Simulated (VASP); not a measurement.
Write the native input for VASP 6.6.1 that does the following.

| Property | Result |
| --- | --- |
| Task | single point |
| Functional | LDA |
| Potentials or basis | VASP PAW LDA potentials, release 64 (Ir) |
| Cutoff | 520 eV |
| k mesh | 8 × 8 × 5 |
| Occupations | methfessel-paxton, width 0.15 eV |
| Spin | no spin polarisation |
| Dipole correction | no |
| Further INCAR settings | ALGO = Normal; EDIFF = 1e-06; NBANDS = 16 |

The structure of Ir lies in POSCAR:

```
Ir
1.0
    2.7513800000      0.0000000000      0.0000000000
   -1.3756900000      2.3827600000      0.0000000000
    0.0000000000      0.0000000000      4.4622900000
Ir
2
Direct
    0.6752900000      0.3420400000      0.7520143971
    0.3517200000      0.6776500000      0.2507600000
```

The input as run:

INCAR

```
PREC = Accurate ; ENCUT = 520
EDIFF = 1E-6 ; ISMEAR = 1
SIGMA = 0.15 ; LREAL = False
LASPH = True ; NELM = 100
ALGO = Normal ; ISIF = 2
LWAVE = False ; LCHARG = False
GGA = CA ; NBANDS = 16
```

KPOINTS

```
regular mesh
0
Gamma
  8 8 5
```

Potentials or basis: VASP PAW LDA potentials, release 64 (Ir).

Command:

```console
$ cat potpaw_LDA.64/Ir/POTCAR > POTCAR
$ mpirun -np 1 vasp_std > vasp.out
```

It gave:

```
Pressure               : -15.1 GPa
Largest force          : 0.133 eV/Å
Band gap on the k mesh : zero (band 9 reaches 10.80 eV, above the bottom of band 10 at 7.70 eV)
```

Caveat: spin-orbit coupling is left out, which moves the levels of the heavy elements.

Wall time 42 s on 1 thread of Intel Xeon 6975P-C, on a shared host, peak memory 0.18 GiB.
